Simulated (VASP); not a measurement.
Nb, 2 atoms in the cell. It takes space group Fd-3m (No. 227, cubic). Conventional cell: a = 5.913 Å, b = 5.913 Å, c = 5.913 Å, α = 90.00°, β = 90.00°, γ = 90.00°. Within 3.4 Å of Nb (site symmetry -43m) lie 4 Nb at 2.56 Å. This isn't the form of Nb at room conditions, which is bcc.

| Item | Value |
| --- | --- |
| Program | VASP 6.6.1 |
| Task | single point |
| Functional | PBE |
| Potentials or basis | VASP PAW PBE potentials, release 64 (Nb_sv) |
| Cutoff | 520 eV |
| k mesh | 11 × 11 × 11 |
| Occupations | fermi-dirac, width 0.08 eV |
| Spin | no spin polarisation |
| Dipole correction | no |
| Further INCAR settings | ALGO = Normal; EDIFF = 1e-06; NBANDS = 20 |

Potentials or basis: VASP PAW PBE potentials, release 64 (Nb_sv).

The run is started by

```sh
$ cat potpaw_PBE.64/Nb_sv/POTCAR > POTCAR
$ mpirun -np 1 vasp_std > vasp.out
```

Hardware: 1 thread of Intel Xeon 8259CL (shared host).

Task: How long does it take, and how much memory?

Result: Run time: 75 s on 1 thread of Intel Xeon 8259CL, with other jobs on the host, peak memory 0.2 GiB. Counts: scf iterations 12, k points 56.
